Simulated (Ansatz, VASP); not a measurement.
**Two plane-wave programs on Ta5AlN6**

```
Ta Al N
1.0
     3.08590    0.00000    0.00000
     0.00000    3.08590    0.00000
     0.00000    0.00000   13.24652
Ta Al N
5 1 6
Direct
  0.00000 0.00000 0.67060
  0.00000 0.00000 0.32940
  0.50000 0.50000 0.17706
  0.00000 0.00000 0.00000
  0.50000 0.50000 0.82294
  0.50000 0.50000 0.50000
  0.00000 0.00000 0.83798
  0.50000 0.50000 0.64813
  0.00000 0.00000 0.50000
  0.50000 0.50000 0.35187
  0.00000 0.00000 0.16202
  0.50000 0.50000 0.00000
```

Alike in both runs: task single point; functional PBE; k mesh 6 × 6 × 2; occupations gaussian, width 0.1 eV; collinear spin.

|  | VASP | Ansatz |
| --- | --- | --- |
| version | VASP 6.6.1 | Ansatz 0.2.0 |
| potentials or method | VASP PAW PBE potentials, release 64 (Ta_pv, Al, N), cutoff 520 eV | scalar-relativistic, plane waves, PAW |
| valence electrons in the cell | 88 | 98 |

Ansatz gave:

* gap on the k mesh at the Fermi level (eV): none
* pressure (GPa): 0.0
* traceless stress, the component that is largest in VASP (GPa): -0.05
* rms of the force components (eV/Å): 0.002
* net moment per atom (μB): 0.00

Problem. Which values does VASP return?

Solution. gap on the k mesh at the Fermi level (eV): none; pressure (GPa): 0.6; traceless stress, the component that is largest in VASP (GPa): -0.10; rms of the force components (eV/Å): 0.008; net moment per atom (μB): 0.00.

Atom by atom the forces differ by 0.007 eV/Å (rms over components). A gap of «none» marks a metal or a gap that the smearing closes. VASP's potentials hold 88 valence electrons a cell and Ansatz's 98, so a difference there can come from the potentials and not from the codes. Ansatz's warnings: seeded moment not kept.

Neither program's run includes spin-orbit coupling.
